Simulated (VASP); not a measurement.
Runs of VASP 6.6.1 on Te. The structure is that of space group Cmmm (No. 65), or close to it. The cells are those of the table. 

```csv
cell,gap on the mesh (eV),pressure (GPa)
"a = 5.154 Å, angles 109.3, 81.4, 145.0°, 2 atoms",none,(a)
"a = 5.112 Å, angles 109.3, 81.4, 145.0°, 2 atoms",none,(b)
"a = 5.195 Å, angles 109.3, 81.4, 145.0°, 2 atoms",none,-1.9
"a = 5.069 Å, angles 109.3, 81.4, 145.0°, 2 atoms",none,1.4
"a = 5.236 Å, angles 109.3, 81.4, 145.0°, 2 atoms",none,-2.7
```

Alike in all rows: task single point; level r2SCAN; potentials or basis VASP PAW PBE potentials, release 64 (Te); no spin polarisation; k mesh 11 × 11 × 11; cutoff (eV) 520; smearing methfessel-paxton 0.1 eV.

Question: Estimate the missing entries.

Answer: (a) -1.0; (b) 0.1.

Caveats: the PAW data sets were made with another functional, which shifts forces and pressure a little; spin-orbit coupling is left out, which moves the levels of the heavy elements.

A k mesh can miss the band edges, and the runs leave out spin-orbit coupling on Te.

A gap of «none» marks levels without a gap at the run's occupations.
